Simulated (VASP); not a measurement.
Runs of VASP 6.6.1 on Cr. The structure is that of space group Pm-3m (No. 221), or close to it. The cells are those of the table. 

```csv
cell,gap on the mesh (eV),pressure (GPa)
"a = 2.259 Å, 1 atom",none,30.2
"a = 2.326 Å, 1 atom",none,8.4
"a = 2.419 Å, 1 atom",none,-11.2
"a = 2.389 Å, 1 atom",none,-5.9
"a = 2.448 Å, 1 atom",none,-15.4
"a = 2.358 Å, 1 atom",none,(b)
"a = 2.293 Å, 1 atom",none,(a)
```

Alike in all rows: task single point; level RPBE; potentials or basis VASP PAW PBE potentials, release 64 (Cr_pv); no spin polarisation; k mesh 15 × 15 × 15; cutoff (eV) 520; smearing fermi-dirac 0.1 eV.

Question: Fill in the values left out.

Answer: (a) 18.2; (b) 0.5.

Caveats: the PAW data sets were made with another functional, which shifts forces and pressure a little; the run has no spin polarisation, though such a crystal can be magnetic.

A gap of «none» marks levels without a gap at the run's occupations.
